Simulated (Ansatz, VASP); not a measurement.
## Two plane-wave programs on MoN2

Contents of INCAR:

```
SYSTEM = MoN2
PREC = Accurate ; ENCUT = 520
EDIFF = 1E-6 ; ISMEAR = 0
SIGMA = 0.15 ; LREAL = .FALSE.
LASPH = .TRUE. ; NELM = 100
ALGO = Normal ; ISIF = 2
LWAVE = .FALSE. ; LCHARG = .TRUE.
GGA = PE ; LELF = .TRUE.
LVHAR = .TRUE. ; NBANDS = 33
```

KPOINTS

```
regular mesh
0
G
  12 12 18
  0 0 0
```

File POSCAR:

```
MoN2
1.0
    4.4955517703      0.0000000000      0.0000000000
    0.0000000000      4.1705721243      0.0000000000
    0.0000000000      0.0000000000      2.7518917152
Mo N
2 4
Direct
    0.5000000000      0.5000000000      0.0000000000
    0.0000000000      0.0000000000      0.0000000000
    0.8879039728      0.3879039728      0.5000000000
    0.1120960272      0.6120960272      0.5000000000
    0.3879039728      0.1120960272      0.5000000000
    0.6120960272      0.8879039728      0.5000000000
```

Input for Ansatz:

```yaml
crystal:
  lattice:
    - [4.4955517703, 0.0, 0.0]
    - [0.0, 4.1705721243, 0.0]
    - [0.0, 0.0, 2.7518917152]
  atoms:
    - { symbol: Mo, position: [0.5, 0.5, 0.0] }
    - { symbol: Mo, position: [0.0, 0.0, 0.0] }
    - { symbol: "N", position: [0.8879039728, 0.3879039728, 0.5] }
    - { symbol: "N", position: [0.1120960272, 0.6120960272, 0.5] }
    - { symbol: "N", position: [0.3879039728, 0.1120960272, 0.5] }
    - { symbol: "N", position: [0.6120960272, 0.8879039728, 0.5] }
basis:
  ecutwfc: 420
kpoints:
  mp_grid: { grid: [12, 12, 18] }
hamiltonian:
  xc: pbe
scf:
  occupations: { method: gaussian, width: 0.15 }
output:
  forces: true
  stress: true
  eigenvalues: true
```

Change from the starting cell: strain +0.0375 x Voigt [1, -1, 0, 0, 0, 0], atoms carried along.

Alike in both runs: task single point; functional PBE; k mesh 12 × 12 × 18; occupations gaussian, width 0.15 eV; no spin polarisation.

|  | VASP | Ansatz |
| --- | --- | --- |
| version | VASP 6.6.1 | Ansatz 0.2.0 |
| potentials or method | VASP PAW PBE potentials, release 64 (Mo_sv, N), cutoff 520 eV | scalar-relativistic, plane waves, PAW |
| valence electrons in the cell | 48 | 48 |

Ansatz gave:

```
gap on the k mesh at the Fermi level (eV)                     : none
pressure (GPa)                                                : 1.9
traceless stress, the component that is largest in VASP (GPa) : -20.20
rms of the force components (eV/Å)                            : 0.201
```

**Question.** Estimate VASP's values.

**Answer.** gap on the k mesh at the Fermi level (eV): none; pressure (GPa): 2.5; traceless stress, the component that is largest in VASP (GPa): -20.14; rms of the force components (eV/Å): 0.195.

Atom by atom the forces differ by 0.039 eV/Å (rms over components). A gap of «none» marks a metal or a gap that the smearing closes.
